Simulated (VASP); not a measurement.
# WS2 in VASP: further runs

Runs on WS2. Level: LDA. Tasks: single point.

Everything below comes from runs of VASP 6.6.1. Logs are shortened: lines on timing, memory, paths and dates and some standing lists are left out, and cuts for length are marked.

## 1. The cell of the first run

The cell holds a slab with vacuum, 3 atoms: a = 3.184 Å, b = 3.184 Å, c = 16.951 Å, α = 90.00°, β = 90.00°, γ = 120.00°.

## 2. Single point, LDA

The input, INCAR:

```
SYSTEM = WS2
PREC = Accurate ; ENCUT = 500
EDIFF = 1E-6 ; ISMEAR = 1
SIGMA = 0.1 ; LREAL = .FALSE.
LASPH = .TRUE. ; NELM = 120
ALGO = Normal ; ISIF = 2
LWAVE = .FALSE. ; LCHARG = .FALSE.
GGA = CA ; NBANDS = 20
GGA_COMPAT = .FALSE.
```

The input, KPOINTS:

```
regular mesh
0
G
  6 6 1
  0 0 0
```

The input, POSCAR:

```
WS2
1.0
    3.1835200000      0.0000000000      0.0000000000
   -1.5917600000      2.7570100000      0.0000000000
    0.0000000000      0.0000000000     16.9505800000
W S
1 2
Direct
    0.3183731384      0.6634640852     -0.0028271862
    0.6636729597      0.2865043148      0.9060714424
    0.7232798940      0.3457441348      0.0949331556
```

Potentials or basis: VASP PAW LDA potentials, release 64 (W_sv, S).

Run with:

```bash
$ cat potpaw_LDA.64/W_sv/POTCAR potpaw_LDA.64/S/POTCAR > POTCAR
$ mpirun -np 1 vasp_std > vasp.out
```

OUTCAR:

```text
SYSTEM = WS2
   PREC = Accurate
   ENCUT = 500
   EDIFF = 1E-6
   ISMEAR = 1
   LREAL = .FALSE.
   LASPH = .TRUE.
   NELM = 120
   ISIF = 2
   GGA = CA

 ion  position               nearest neighbor table
   1  0.318  0.663  0.997-   2 2.31   3 2.33   2 2.38   3 2.52   2 2.52   3 2.60
   2  0.664  0.287  0.906-   1 2.31   1 2.38   1 2.52
   3  0.723  0.346  0.095-   1 2.33   1 2.52   1 2.60

  LATTYP: Found a hexagonal cell.
 ALAT       =     3.1835200000
 C/A-ratio  =     5.3244773081

  Lattice vectors:

 A1 = (   3.1835200000,   0.0000000000,   0.0000000000)
 A2 = (  -1.5917600000,   2.7570100000,   0.0000000000)
 A3 = (   0.0000000000,   0.0000000000,  16.9505800000)

Analysis of symmetry for initial positions (statically):
=====================================================================
 Subroutine PRICEL returns:
 Original cell was already a primitive cell.

 Routine SETGRP: Setting up the symmetry group for a
 hexagonal supercell.

 Subroutine GETGRP returns: Found  1 space group operations
 (whereof  1 operations were pure point group operations)
 out of a pool of 24 trial point group operations.

The static configuration has the point symmetry C_1 .

Analysis of symmetry for dynamics (positions and initial velocities):
=====================================================================
 Subroutine PRICEL returns:
 Original cell was already a primitive cell.

 Routine SETGRP: Setting up the symmetry group for a
 hexagonal supercell.

 Subroutine GETGRP returns: Found  1 space group operations
 (whereof  1 operations were pure point group operations)
 out of a pool of 24 trial point group operations.

The dynamic configuration has the point symmetry C_1 .

 Subroutine INISYM returns: Found  1 space group operations
 (whereof  1 operations are pure point group operations),
 and found     1 'primitive' translations

----------------------------------------------------------------------------------------

                                     Primitive cell

  volume of cell :     148.7752

  direct lattice vectors                    reciprocal lattice vectors
     3.183520000  0.000000000  0.000000000     0.314117706  0.181355889  0.000000000
    -1.591760000  2.757010000  0.000000000     0.000000000  0.362711778  0.000000000
     0.000000000  0.000000000 16.950580000     0.000000000  0.000000000  0.058995031

  length of vectors
     3.183520000  3.183520698 16.950580000     0.362711858  0.362711778  0.058995031

  position of ions in fractional coordinates (direct lattice)
     0.318373138  0.663464085  0.997172814
     0.663672960  0.286504315  0.906071442
     0.723279894  0.345744135  0.094933156

  ion indices of the primitive-cell ions
   primitive index   ion index
                 1           1
                 2           2
                 3           3

----------------------------------------------------------------------------------------

 KPOINTS: regular mesh

Automatic generation of k-mesh.
 Grid dimensions read from file:
 generate k-points for:    6    6    1

 Generating k-lattice:

  Cartesian coordinates                     Fractional coordinates (reciprocal lattice)
     0.052352951  0.030225982  0.000000000     0.166666667 -0.000000000  0.000000000
     0.000000000  0.060451963  0.000000000     0.000000000  0.166666667  0.000000000
     0.000000000  0.000000000  0.058995031     0.000000000  0.000000000  1.000000000

  Length of vectors
     0.060451976  0.060451963  0.058995031

  Shift w.r.t. Gamma in fractional coordinates (k-lattice)
     0.000000000  0.000000000  0.000000000

 Subroutine IBZKPT returns following result:
 ===========================================

 Found     20 irreducible k-points:

 Following reciprocal coordinates:
            Coordinates               Weight
  0.000000  0.000000  0.000000      1.000000
  0.166667  0.000000  0.000000      2.000000
  0.000000  0.166667  0.000000      2.000000
 -0.166667  0.166667  0.000000      2.000000
  0.333333  0.000000  0.000000      2.000000
  0.000000  0.333333  0.000000      2.000000
[... 12 lines left out ...]
  0.500000 -0.166667  0.000000      2.000000
  0.333333  0.333333  0.000000      2.000000
   k-points           NKPTS =     20   k-points in BZ     NKDIM =     20   number of bands    NBANDS=     20
   number of dos      NEDOS =    301   number of ions     NIONS =      3
   total plane-waves  NPLWV =  72576
   dimension x,y,z NGX =    24 NGY =   24 NGZ =  126
   dimension x,y,z NGXF=    48 NGYF=   48 NGZF=  252
   ions per type =               1   2
   NGX,Y,Z   is equivalent  to a cutoff of  12.53, 12.53, 12.36 a.u.
   NGXF,Y,Z  is equivalent  to a cutoff of  25.07, 25.07, 24.72 a.u.
 SYSTEM =  WS2
   PREC   = accura    normal or accurate (medium, high low for compatibility)
   ISTART =      0    job   : 0-new  1-cont  2-samecut
   ICHARG =      2    charge: 1-file 2-atom 10-const
   ISPIN  =      1    spin polarized calculation?
   LNONCOLLINEAR =      F non collinear calculations
   LSORBIT =      F    spin-orbit coupling
   LASPH  =      T    aspherical Exc in radial PAW
   ENCUT  =  500.0 eV  36.75 Ry    6.06 a.u.   5.80  5.80 30.90*2*pi/ulx,y,z
   NELM   =    120;   NELMIN=  2; NELMDL= -5     # of ELM steps
   EDIFF  = 0.1E-05   stopping-criterion for ELM
   LREAL  =      F    real-space projection
   EDIFFG = 0.1E-04   stopping-criterion for IOM
   NSW    =      0    number of steps for IOM
   IBRION =     -1    ionic relax: 0-MD 1-quasi-New 2-CG
   NFREE  =      0    steps in history (QN), initial steepest desc. (CG)
   ISIF   =      2    stress and relaxation
   ISYM   =      2    0-nonsym 1-usesym 2-fastsym
   POTIM  = 0.5000    time-step for ionic-motion
   TEBEG  =    0.0;   TEEND  =   0.0 temperature during run
   PSTRESS=    0.0 pullay stress
   NELECT =      26.0000    total number of electrons
   NUPDOWN=      -1.0000    fix difference up-down
   EMIN   =  10.00;   EMAX   =-10.00  energy-range for DOS
   EFERMI =   0.00;   METHOD = LEGACY
   ISMEAR =     1;   SIGMA  =   0.10  broadening in eV -4-tet -1-fermi 0-gaus
   EFERMI_NEDOS =   21; number of points for ismear=-14 and -15
   IALGO  =     38    algorithm
   IMIX   =      4    mixing-type and parameters
     AMIX     =   0.40;   BMIX     =  1.00
     AMIX_MAG =   1.60;   BMIX_MAG =  1.00
  volume/ion in A,a.u.               =      49.59       334.66
  Fermi-wavevector in a.u.,A,eV,Ry     =   0.915284  1.729636 11.398205  0.837744
  Thomas-Fermi vector in A             =   2.040008
   LORBIT       =      0    0 simple, 1 ext, 2 COOP (PROOUT), +10 PAW based schemes
   GGA     = CA    functional components
   LHFCALC =     F    Hartree Fock is set to
   AEXX    =    0.0000 exact exchange contribution
   IVDW    =     0    specifies the selected vdW correction
   LEPSILON=     F    determine dielectric tensor
   LRPA    =     F    only Hartree local field effects (RPA)
 non-spin polarized calculation
 Methfessel and Paxton  Order N= 1 SIGMA  =   0.10
  energy-cutoff  :      500.00
  volume of cell :      148.78
 maximum number of plane-waves:      3785
   NGX = 11   NGY = 11   NGZ = 61

 number of electron      26.0000001 magnetization

 Free energy of the ion-electron system (eV)
  ---------------------------------------------------
  ext. energy  EPLUGINS =         0.00000000
  ---------------------------------------------------
  free energy    TOTEN  =       -25.68440774 eV

  energy without entropy =      -25.68473300  energy(sigma->0) =      -25.68451616

 E-fermi :  -1.2555     XC(G=0):  -4.6698

 val. band max:       -1.3396267111   @ k =   0.3333   0.3333   0.0000
 cond. band min:       0.3105923995   @ k =  -0.1667   0.3333   0.0000
 fundamental gap:      1.6502191107
 Fermi energy:        -1.2554984741

 k-point     1 :       0.0000    0.0000    0.0000
  band No.  band energies     occupation
      1     -74.9890      2.00000
      2     -39.5093      2.00000
      3     -39.3337      2.00000
      4     -39.2974      2.00000
      5     -15.9433      2.00000
      6     -14.3996      2.00000
[... 12 lines left out ...]
     19       4.2599      0.00000
     20       4.5178      0.00000

 k-point     2 :       0.1667    0.0000    0.0000
  band No.  band energies     occupation
      1     -74.9847      2.00000
      2     -39.4942      2.00000
      3     -39.4125      2.00000
      4     -39.3242      2.00000
      5     -15.4927      2.00000
      6     -14.2476      2.00000
[... 12 lines left out ...]
     19       4.8089      0.00000
     20       5.5007      0.00000

 k-point     3 :       0.0000    0.1667    0.0000
  band No.  band energies     occupation
      1     -74.9847      2.00000
      2     -39.4946      2.00000
      3     -39.4141      2.00000
      4     -39.3219      2.00000
      5     -15.5004      2.00000
      6     -14.2369      2.00000
[... 12 lines left out ...]
     19       4.8095      0.00000
     20       5.5298      0.00000

 k-point     4 :      -0.1667    0.1667    0.0000
  band No.  band energies     occupation
      1     -74.9848      2.00000
      2     -39.4952      2.00000
      3     -39.3798      2.00000
      4     -39.3530      2.00000
      5     -15.5317      2.00000
      6     -14.1960      2.00000
[... 12 lines left out ...]
     19       4.7724      0.00000
     20       5.5372      0.00000

 k-point     5 :       0.3333    0.0000    0.0000
  band No.  band energies     occupation
      1     -74.9761      2.00000
      2     -39.5800      2.00000
      3     -39.4620      2.00000
      4     -39.3657      2.00000
      5     -14.4320      2.00000
      6     -13.8947      2.00000
[... 12 lines left out ...]
     19       5.8838      0.00000
     20       5.9850      0.00000
[... 261 lines left out ...]
      6     -13.4384      2.00000
[... 12 lines left out ...]
     19       6.7772      0.00000
     20       7.0688      0.00000

 k-point    18 :       0.1667    0.3333    0.0000
  band No.  band energies     occupation
      1     -74.9719      2.00000
      2     -39.6283      2.00000
      3     -39.4469      2.00000
      4     -39.4193      2.00000
      5     -13.8705      2.00000
      6     -13.5825      2.00000
[... 12 lines left out ...]
     19       6.8940      0.00000
     20       7.0349      0.00000

 k-point    19 :       0.5000   -0.1667    0.0000
  band No.  band energies     occupation
      1     -74.9719      2.00000
      2     -39.6123      2.00000
      3     -39.4495      2.00000
      4     -39.4312      2.00000
      5     -13.8707      2.00000
      6     -13.5679      2.00000
[... 12 lines left out ...]
     19       6.4925      0.00000
     20       7.1052      0.00000

 k-point    20 :       0.3333    0.3333    0.0000
  band No.  band energies     occupation
      1     -74.9698      2.00000
      2     -39.5767      2.00000
      3     -39.5186      2.00000
      4     -39.4406      2.00000
      5     -13.6151      2.00000
      6     -13.3265      2.00000
[... 12 lines left out ...]
     19       5.7172      0.00000
     20       7.8109      0.00000

------------------------ aborting loop because EDIFF is reached ----------------------------------------

  FORCE on cell =-STRESS in cart. coord.  units (eV):
  Direction    XX          YY          ZZ          XY          YZ          ZX
  --------------------------------------------------------------------------------------
  -------------------------------------------------------------------------------------
  Total       -2.8453044     -1.9722076     -2.2493171      0.6946977     -2.7762530     -1.3932262
  in kB      -30.6414161    -21.2389342    -24.2231589      7.4812809    -29.8977936    -15.0038162
  external PRESSURE =     -25.3678364 kB  Pullay stress =       0.0000000 kB

 VOLUME and BASIS-vectors are now :
 -----------------------------------------------------------------------------
  energy-cutoff  :      500.00
  volume of cell :      148.78
      direct lattice vectors                 reciprocal lattice vectors
     3.183520000  0.000000000  0.000000000     0.314117706  0.181355889  0.000000000
    -1.591760000  2.757010000  0.000000000     0.000000000  0.362711778  0.000000000
     0.000000000  0.000000000 16.950580000     0.000000000  0.000000000  0.058995031

 POSITION                                       TOTAL-FORCE (eV/Angst)
 -----------------------------------------------------------------------------------
     -0.04253      1.82918     16.90266         2.779587     -0.947694      1.452555
      1.65677      0.78990     15.35844        -1.003485      1.357786     -0.058657
      1.75223      0.95322      1.60917        -1.776102     -0.410092     -1.393898
 -----------------------------------------------------------------------------------
    total drift:                                0.000056      0.000152      0.000242

  FREE ENERGIE OF THE ION-ELECTRON SYSTEM (eV)
  ---------------------------------------------------
  free  energy   TOTEN  =       -25.6844077450 eV

  energy  without entropy=      -25.6847329975  energy(sigma->0) =      -25.68451616
```

It took 64 s on 1 thread of Intel Xeon Platinum 8259CL at 2.50GHz (Skylake/Cascade Lake), shared host; peak memory 0.23 GiB.

Results:

```
Free energy            : -25.6844 eV
Largest force          : 3.276 eV/Å
Band gap on the k mesh : 1.65 eV, indirect (least direct gap 1.84 eV)
```

Forces in eV/Å, atoms in the order of the input:
```
W    2.780 -0.948  1.453
S   -1.003  1.358 -0.059
S   -1.776 -0.410 -1.394
```

Caveat: spin-orbit coupling is left out, which moves the levels of the heavy elements.

## 3. Single point, LDA

The input, INCAR:

```
SYSTEM = WS2
PREC = Accurate
ENCUT = 500
EDIFF = 1E-6
ISMEAR = 1
SIGMA = 0.1
LREAL = .FALSE.
LASPH = .TRUE.
NELM = 120
ALGO = Normal
ISIF = 2
LWAVE = .FALSE.
LCHARG = .TRUE.
LELF = .TRUE.
LVHAR = .TRUE.
NBANDS = 20
GGA_COMPAT = .FALSE.
```

KPOINTS is that of step 2.

The input, POSCAR:

```
WS2
1.0
    3.1835200000      0.0000000000      0.0000000000
   -1.5917600000      2.7570100000      0.0000000000
    0.0000000000      0.0000000000     16.9505800000
W S
1 2
Direct
    0.3253536125      0.6600322050     -0.0019744098
    0.6629874840      0.2914154786      0.9060641483
    0.7169848353      0.3442648824      0.0940875742
```

Potentials or basis: VASP PAW LDA potentials, release 64 (W_sv, S).

Run with:

```bash
$ cat potpaw_LDA.64/W_sv/POTCAR potpaw_LDA.64/S/POTCAR > POTCAR
$ mpirun -np 1 vasp_std > vasp.out
```

Wall time 65 s (1 thread of Intel Xeon Platinum 8259CL at 2.50GHz (Skylake/Cascade Lake), shared host); peak memory 0.22 GiB.

Results (log left out):

* Free energy: -25.8506 eV
* Largest force: 2.392 eV/Å
* Band gap on the k mesh: 1.75 eV, indirect (least direct gap 1.84 eV)

Forces in eV/Å, atoms in the order of the input:
```
W    2.144 -0.599  0.874
S   -0.665  1.055  0.287
S   -1.479 -0.456 -1.161
```

Levels at points of the mesh, in eV from the valence-band top:
```
           k point  band 9  band 10  band 11  band 12  band 13  band 14  band 15  band 16  band 17  band 18
(0.00, 0.00, 0.00)   -2.70    -2.23    -1.93    -0.97    -0.17     2.15     2.64     3.05     3.40     5.06
(0.50, 0.00, 0.00)   -4.29    -3.20    -2.39    -1.35    -0.77     2.70     3.20     3.83     4.72     5.12
(0.00, 0.50, 0.00)   -4.34    -3.26    -2.22    -1.49    -0.59     2.73     3.19     3.47     4.71     5.23
(0.50, 0.50, 0.00)   -4.53    -3.53    -2.00    -1.24    -0.66     2.83     3.12     3.52     4.57     5.04
```

Caveat: spin-orbit coupling is left out, which moves the levels of the heavy elements.
